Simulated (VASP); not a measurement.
ZnO, 8 atoms in the cell. Symmetry: P4_2/mnm, No. 136, tetragonal system. The conventional cell has a = 5.518 Å, b = 5.518 Å, c = 3.259 Å, α = 90.00°, β = 90.00°, γ = 90.00°. Within 2.6 Å of Zn (site symmetry m2m) lie 4 O at 1.94 to 2.01 Å. Within 2.6 Å of O (site symmetry m2m) lie 4 Zn at 1.94 to 2.01 Å. 

- Program: VASP 6.6.1
- Task: single point
- Functional: PBE
- Potentials or basis: VASP PAW PBE potentials, release 64 (Zn, O)
- Cutoff: 520 eV
- k mesh: 6 × 6 × 8
- Occupations: gaussian, width 0.05 eV
- Spin: no spin polarisation
- Dipole correction: no
- Charge: -0.5
- Further INCAR settings: ALGO = Normal; EDIFF = 1e-07; NBANDS = 46; NELECT = 72.5

Potentials or basis: VASP PAW PBE potentials, release 64 (Zn, O).

The run is started by

```bash
$ cat potpaw_PBE.64/Zn/POTCAR potpaw_PBE.64/O/POTCAR > POTCAR
$ mpirun -np 1 vasp_std > vasp.out
```

Hardware: 1 thread of Intel(R) Xeon(R) 6975P-C (Granite Rapids), on a shared host.

Task: How long does it take, and how much memory?

Result: Wall time 2.5 min on 1 thread of Intel(R) Xeon(R) 6975P-C (Granite Rapids), on a shared host, peak memory 0.3 GiB. Counts: scf iterations 18, k points 50.
